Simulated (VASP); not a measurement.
# SiO2 (I-42d) in VASP: notebook, part 2 of 2

VASP 6.6.1. The steps go on from the part before.

**3. Single point, r2SCAN (strain -0.025 along x and y, -0.025 along z)**

POSCAR

```
SiO2
1.0
   -2.4114135288      2.4114135288      3.5649482803
    2.4114135288     -2.4114135288      3.5649482803
    2.4114135288      2.4114135288     -3.5649482803
Si O
2 4
Direct
    0.0000000000      0.0000000000      0.0000000000
    0.7500000000      0.2500000000      0.5000000000
    0.9731664718      0.6250000000      0.8481664718
    0.3750000000      0.2231664718      0.3481664718
    0.7768335282      0.1250000000      0.1518335282
    0.8750000000      0.0268335282      0.6518335282
```

INCAR.step1

```
PREC = Accurate
ENCUT = 520
ISMEAR = 0
SIGMA = 0.05
LREAL = False
LASPH = True
NELM = 100
NBANDS = 25
GGA = PE
ALGO = Normal
EDIFF = 1E-4
LWAVE = True
LCHARG = False
```

INCAR.step2

```
PREC = Accurate
ENCUT = 520
EDIFF = 1E-6
ISMEAR = 0
SIGMA = 0.05
LREAL = False
LASPH = True
NELM = 100
ALGO = Normal
ISIF = 2
LWAVE = False
LCHARG = False
METAGGA = R2SCAN
LMIXTAU = True
NBANDS = 25
ISTART = 1
```

KPOINTS

```
regular mesh
0
Gamma
  6 6 6
```

Potentials or basis: VASP PAW PBE potentials, release 64 (Si, O).

Run with:

```bash
> cat potpaw_PBE.64/Si/POTCAR potpaw_PBE.64/O/POTCAR > POTCAR
> cp INCAR.step1 INCAR
> mpirun -np 1 vasp_std > vasp.out
> cp INCAR.step2 INCAR
> mpirun -np 1 vasp_std > vasp.out
```

OUTCAR:

```text
PREC = Accurate
   ENCUT = 520
   EDIFF = 1E-6
   ISMEAR = 0
   LREAL = False
   LASPH = True
   NELM = 100
   ISIF = 2
   METAGGA = R2SCAN
   ISTART = 1

 ion  position               nearest neighbor table
   1  0.000  0.000  0.000-   3 1.57   4 1.57   5 1.57   6 1.57   2 3.00   2 3.00   2 3.00   2 3.00

   2  0.750  0.250  0.500-   3 1.57   4 1.57   5 1.57   6 1.57   1 3.00   1 3.00   1 3.00   1 3.00

   3  0.973  0.625  0.848-   1 1.57   2 1.57
   4  0.375  0.223  0.348-   1 1.57   2 1.57
   5  0.777  0.125  0.152-   1 1.57   2 1.57
   6  0.875  0.027  0.652-   1 1.57   2 1.57

  LATTYP: Found a body centered tetragonal cell.
 ALAT       =     4.8228270576
 C/A-ratio  =     1.4783645516

  Lattice vectors:

 A1 = (  -2.4114135288,   2.4114135288,   3.5649482803)
 A2 = (   2.4114135288,  -2.4114135288,   3.5649482803)
 A3 = (   2.4114135288,   2.4114135288,  -3.5649482803)

Analysis of symmetry for initial positions (statically):
=====================================================================
 Subroutine PRICEL returns:
 Original cell was already a primitive cell.

 Routine SETGRP: Setting up the symmetry group for a
 body centered tetragonal supercell.

 Subroutine GETGRP returns: Found  8 space group operations
 (whereof  4 operations were pure point group operations)
 out of a pool of 16 trial point group operations.

The static configuration has the point symmetry S_4 .
 The point group associated with its full space group is D_2d.

Analysis of symmetry for dynamics (positions and initial velocities):
=====================================================================
 Subroutine PRICEL returns:
 Original cell was already a primitive cell.

 Routine SETGRP: Setting up the symmetry group for a
 body centered tetragonal supercell.

 Subroutine GETGRP returns: Found  8 space group operations
 (whereof  4 operations were pure point group operations)
[... 126 lines left out ...]
   ISMEAR =     0;   SIGMA  =   0.05  broadening in eV -4-tet -1-fermi 0-gaus
   EFERMI_NEDOS =   21; number of points for ismear=-14 and -15
   IALGO  =     38    algorithm
   IMIX   =      4    mixing-type and parameters
     AMIX     =   0.40;   BMIX     =  1.00
     AMIX_MAG =   1.60;   BMIX_MAG =  1.00
  volume/ion in A,a.u.               =      13.82        93.26
  Fermi-wavevector in a.u.,A,eV,Ry     =   1.191899  2.252362 19.328737  1.420622
  Thomas-Fermi vector in A             =   2.327949
   LORBIT       =      0    0 simple, 1 ext, 2 COOP (PROOUT), +10 PAW based schemes
   METAGGA = R2SCAN    functional components
   LHFCALC =     F    Hartree Fock is set to
   AEXX    =    0.0000 exact exchange contribution
   IVDW    =     0    specifies the selected vdW correction
   LEPSILON=     F    determine dielectric tensor
   LRPA    =     F    only Hartree local field effects (RPA)
 non-spin polarized calculation
 Gauss-broadening in eV      SIGMA  =   0.05
  energy-cutoff  :      520.00
  volume of cell :       82.92
 maximum number of plane-waves:      2276
 NGX is ok and might be reduce to    40
   NGX = 19   NGY = 19   NGZ = 19

 number of electron      32.0000005 magnetization

 Free energy of the ion-electron system (eV)
  ---------------------------------------------------
  ext. energy  EPLUGINS =         0.00000000
  ---------------------------------------------------
  free energy    TOTEN  =       -59.28442422 eV

  energy without entropy =      -59.28442422  energy(sigma->0) =      -59.28442422

 E-fermi :  -0.0995     XC(G=0):  -8.9375

 val. band max:       -0.3670826841   @ k =   0.0000   0.0000   0.0000
 cond. band min:       6.5346815612   @ k =   0.0000   0.0000   0.0000
 fundamental gap:      6.9017642453
 Fermi energy:        -0.0994884083

 k-point     1 :       0.0000    0.0000    0.0000
  band No.  band energies     occupation
      1     -20.9749      2.00000
      2     -18.7112      2.00000
      3     -18.7112      2.00000
      4     -18.6461      2.00000
      5      -9.8651      2.00000
      6      -6.1967      2.00000
[... 661 lines left out ...]
     24      14.3645      0.00000
     25      14.8827      0.00000

 [... further k-points ...]
[... 5 lines left out ...]
  --------------------------------------------------------------------------------------
  -------------------------------------------------------------------------------------
  Total        7.8776096      7.8776096      7.8017932      0.0000000      0.0000000      0.0000000
  in kB      152.2118356    152.2118356    150.7469060      0.0000000      0.0000000      0.0000000
  external PRESSURE =     151.7235258 kB  Pullay stress =       0.0000000 kB

 VOLUME and BASIS-vectors are now :
 -----------------------------------------------------------------------------
  energy-cutoff  :      520.00
  volume of cell :       82.92
      direct lattice vectors                 reciprocal lattice vectors
    -2.411413529  2.411413529  3.564948280     0.000000000  0.207347265  0.140254489
     2.411413529 -2.411413529  3.564948280     0.207347265  0.000000000  0.140254489
     2.411413529  2.411413529 -3.564948280     0.207347265  0.207347265  0.000000000

 POSITION                                       TOTAL-FORCE (eV/Angst)
 -----------------------------------------------------------------------------------
      0.00000      0.00000      0.00000        -0.000000      0.000000      0.000000
      0.00000      2.41141      1.78247        -0.000000      0.000000      0.000000
      1.20571      2.88485      2.67371        -0.000000      0.972348      0.000000
      0.47344      1.20571      0.89124         0.972348      0.000000      0.000000
     -1.20571      1.93797      2.67371        -0.000000     -0.972348     -0.000000
     -0.47344      3.61712      0.89124        -0.972348      0.000000     -0.000000
 -----------------------------------------------------------------------------------
    total drift:                                0.000008      0.000008     -0.000003

  FREE ENERGIE OF THE ION-ELECTRON SYSTEM (eV)
  ---------------------------------------------------
  free  energy   TOTEN  =       -59.2844242202 eV

  energy  without entropy=      -59.2844242202  energy(sigma->0) =      -59.28442422
```

Wall time 4.3 min (1 thread of Intel Xeon Platinum 8259CL at 2.50GHz (Skylake/Cascade Lake), shared host); peak memory 0.27 GiB.

What came out:

* Free energy: -59.2844 eV
* Pressure: 15.2 GPa
* Largest force: 0.972 eV/Å
* Band gap on the k mesh: 6.90 eV, direct

Forces on the atoms (eV/Å):
```
Si   0.000  0.000  0.000
Si   0.000  0.000  0.000
O    0.000  0.972  0.000
O    0.972  0.000  0.000
O    0.000 -0.972  0.000
O   -0.972  0.000  0.000
```

Caveat: the cell differs from its parent crystal (strain -0.025 along x and y, -0.025 along z); the PAW data sets were made with another functional, which shifts forces and pressure a little. A k mesh can miss the band edges.

**4. Single point, r2SCAN (strain -0.050 along x and y, +0.050 along z)**

Edit POSCAR of step 3 so:

```diff
@@ -2,5 +2,5 @@
 1.0
-   -2.4114135288      2.4114135288      3.5649482803
-    2.4114135288     -2.4114135288      3.5649482803
-    2.4114135288      2.4114135288     -3.5649482803
+   -2.3495824127      2.3495824127      3.8391750711
+    2.3495824127     -2.3495824127      3.8391750711
+    2.3495824127      2.3495824127     -3.8391750711
 Si O
```

INCAR.step1

```
SYSTEM = SiO2
PREC = Accurate ; ENCUT = 520
ISMEAR = 0 ; SIGMA = 0.05
LREAL = .False. ; LASPH = .True.
NELM = 60 ; NBANDS = 25
GGA = PE ; ALGO = Normal
EDIFF = 1E-4 ; LWAVE = .True.
LCHARG = .False.
```

INCAR.step2

```
SYSTEM = SiO2
PREC = Accurate ; ENCUT = 520
EDIFF = 1E-6 ; ISMEAR = 0
SIGMA = 0.05 ; LREAL = .False.
LASPH = .True. ; NELM = 60
ALGO = Normal ; ISIF = 2
LWAVE = .False. ; LCHARG = .False.
METAGGA = R2SCAN ; LMIXTAU = .True.
NBANDS = 25 ; ISTART = 1
```

KPOINTS

```
Automatic mesh
0
Gamma
  6 6 6
  0 0 0
```

Potentials or basis: VASP PAW PBE potentials, release 64 (Si, O).

Run with:

```bash
> cat potpaw_PBE.64/Si/POTCAR potpaw_PBE.64/O/POTCAR > POTCAR
> cp INCAR.step1 INCAR
> mpirun -np 1 vasp_std > vasp.out
> cp INCAR.step2 INCAR
> mpirun -np 1 vasp_std > vasp.out
```

OUTCAR:

```text
SYSTEM = SiO2
   PREC = Accurate
   ENCUT = 520
   EDIFF = 1E-6
   ISMEAR = 0
   LREAL = .False.
   LASPH = .True.
   NELM = 60
   ISIF = 2
   METAGGA = R2SCAN
   ISTART = 1

 ion  position               nearest neighbor table
   1  0.000  0.000  0.000-   3 1.59   5 1.59   6 1.59   4 1.59   2 3.03   2 3.03   2 3.03   2 3.03

   2  0.750  0.250  0.500-   4 1.59   5 1.59   6 1.59   3 1.59   1 3.03   1 3.03   1 3.03   1 3.03

   3  0.973  0.625  0.848-   1 1.59   2 1.59
[... 885 lines left out ...]
  -------------------------------------------------------------------------------------
  Total        6.0605425      6.0605425      3.0021183      0.0000000      0.0000000      0.0000000
  in kB      114.5362100    114.5362100     56.7360511      0.0000000      0.0000000      0.0000000
  external PRESSURE =      95.2694903 kB  Pullay stress =       0.0000000 kB

 VOLUME and BASIS-vectors are now :
 -----------------------------------------------------------------------------
  energy-cutoff  :      520.00
  volume of cell :       84.78
      direct lattice vectors                 reciprocal lattice vectors
    -2.349582413  2.349582413  3.839175071     0.000000000  0.212803772  0.130236311
     2.349582413 -2.349582413  3.839175071     0.212803772  0.000000000  0.130236311
     2.349582413  2.349582413 -3.839175071     0.212803772  0.212803772  0.000000000

 POSITION                                       TOTAL-FORCE (eV/Angst)
 -----------------------------------------------------------------------------------
      0.00000      0.00000      0.00000        -0.000000      0.000000      0.000000
      0.00000      2.34958      1.91959        -0.000000      0.000000     -0.000000
      1.17479      2.81088      2.87938         0.000000      0.764456      0.000000
      0.46130      1.17479      0.95979         0.764456      0.000000      0.000000
     -1.17479      1.88828      2.87938        -0.000000     -0.764456      0.000000
     -0.46130      3.52437      0.95979        -0.764456      0.000000      0.000000
 -----------------------------------------------------------------------------------
    total drift:                                0.000018      0.000018      0.000001

  FREE ENERGIE OF THE ION-ELECTRON SYSTEM (eV)
  ---------------------------------------------------
  free  energy   TOTEN  =       -59.3388933169 eV

  energy  without entropy=      -59.3388933169  energy(sigma->0) =      -59.33889332
```

Wall time 3.8 min (1 thread of Intel Xeon Platinum 8259CL at 2.50GHz (Skylake/Cascade Lake), shared host); peak memory 0.27 GiB.

What came out:

| Property | Result |
| --- | --- |
| Free energy | -59.3389 eV |
| Pressure | 9.5 GPa |
| Largest force | 0.764 eV/Å |
| Band gap on the k mesh | 6.62 eV, direct |

Forces in eV/Å, atoms in the order of the input:
```
Si   0.000  0.000  0.000
Si   0.000  0.000  0.000
O    0.000  0.764  0.000
O    0.764  0.000  0.000
O    0.000 -0.764  0.000
O   -0.764  0.000  0.000
```

Levels at points of the mesh, in eV from the valence-band top:
| k point | band 12 | band 13 | band 14 | band 15 | band 16 | band 17 | band 18 | band 19 | band 20 | band 21 |
| --- | --- | --- | --- | --- | --- | --- | --- | --- | --- | --- |
| (0.00, 0.00, 0.00) | -1.79 | -1.79 | -0.88 | 0.00 | 0.00 | 6.62 | 9.63 | 11.77 | 11.77 | 12.23 |
| (0.50, 0.00, 0.00) | -1.86 | -1.64 | -0.89 | -0.67 | -0.13 | 9.27 | 9.54 | 10.68 | 11.34 | 12.50 |
| (0.50, 0.50, 0.00) | -2.31 | -1.13 | -1.13 | -0.49 | -0.49 | 10.00 | 10.00 | 11.37 | 11.37 | 12.32 |
| (0.50, 0.50, 0.50) | -2.40 | -1.66 | -1.66 | -0.21 | -0.21 | 9.52 | 9.52 | 11.29 | 11.29 | 13.57 |

Caveat: the cell differs from its parent crystal (strain -0.050 along x and y, +0.050 along z); the PAW data sets were made with another functional, which shifts forces and pressure a little.

**5. Summary**

| cell | gap on the mesh (eV) | pressure (GPa) | largest force (eV/Å) |
| --- | --- | --- | --- |
| a = 5.009 Å, angles 124.0, 124.0, 83.1°, 6 atoms | 6.79 | 15.2 | 1.07 |
| a = 4.933 Å, angles 121.5, 121.5, 87.5°, 6 atoms | 6.90 | 15.2 | 0.97 |
| a = 5.077 Å, angles 124.9, 124.9, 81.8°, 6 atoms | 6.62 | 9.5 | 0.76 |

Alike in all rows: task single point; level r2SCAN; potentials or basis VASP PAW PBE potentials, release 64 (Si, O); no spin polarisation; k mesh 6 × 6 × 6; cutoff (eV) 520; smearing gaussian 0.05 eV.

Caveats: the PAW data sets were made with another functional, which shifts forces and pressure a little.

Total energies depend on the potentials used, so only differences within one code and one set of settings carry meaning.
